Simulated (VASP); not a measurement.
Input of a VASP 6.6.1 run:

The input INCAR:

```
SYSTEM = ScS6
PREC = Accurate
ENCUT = 500
EDIFF = 1E-7
ISMEAR = 0
SIGMA = 0.1
LREAL = .False.
LASPH = .True.
NELM = 120
ALGO = Normal
ISIF = 3
LWAVE = .False.
LCHARG = .False.
GGA = PE
IBRION = 2
NSW = 90
EDIFFG = -0.04
GGA_COMPAT = .False.
NELMIN = 4
```

The input KPOINTS:

```
Automatic mesh
0
Gamma
  4 4 4
  0 0 0
```

The input POSCAR:

```
ScS6
1.0
    0.0000000000      5.1306038400      5.1306038400
    5.1306038400      0.0000000000      5.1306038400
    5.1306038400      5.1306038400      0.0000000000
Sc S
1 6
Direct
    0.0000000000      0.0000000000      0.0000000000
    0.7500000000      0.2500000000      0.2500000000
    0.2500000000      0.7500000000      0.7500000000
    0.2500000000      0.7500000000      0.2500000000
    0.7500000000      0.2500000000      0.7500000000
    0.2500000000      0.2500000000      0.7500000000
    0.7500000000      0.7500000000      0.2500000000
```

Potentials or basis: VASP PAW PBE potentials, release 64 (Sc_sv, S).

The run is started by

```sh
$ cat potpaw_PBE.64/Sc_sv/POTCAR potpaw_PBE.64/S/POTCAR > POTCAR
$ mpirun -np 1 vasp_std > vasp.out
```

Q: What does it give for the relaxed cell?

A: a = 6.204 Å, b = 6.204 Å, c = 6.204 Å, α = 60.00°, β = 60.00°, γ = 60.00°.

Q: What does it give for the relaxed volume?

A: 24.13 Å³/atom.

Final structure:
```cif
data_structure
_symmetry_space_group_name_H-M 'P 1'
_symmetry_Int_Tables_number 1
_cell_length_a 6.2043
_cell_length_b 6.2043
_cell_length_c 6.2043
_cell_angle_alpha 60.000
_cell_angle_beta 60.000
_cell_angle_gamma 60.000
_cell_volume 168.88
loop_
_atom_site_label
_atom_site_type_symbol
_atom_site_fract_x
_atom_site_fract_y
_atom_site_fract_z
_atom_site_occupancy
Sc1 Sc 0.00000 0.00000 0.00000 1
S1 S 0.71521 0.28479 0.28479 1
S2 S 0.28479 0.71521 0.71521 1
S3 S 0.28479 0.71521 0.28479 1
S4 S 0.71521 0.28479 0.71521 1
S5 S 0.28479 0.28479 0.71521 1
S6 S 0.71521 0.71521 0.28479 1
```

Caveat: the cell differs from its parent crystal (atoms taken out); the volume moved by over 15 % at a fixed basis, so the end points are rough; an odd number of electrons without spin polarisation forces a metal; a magnetic or distorted state may lie lower.
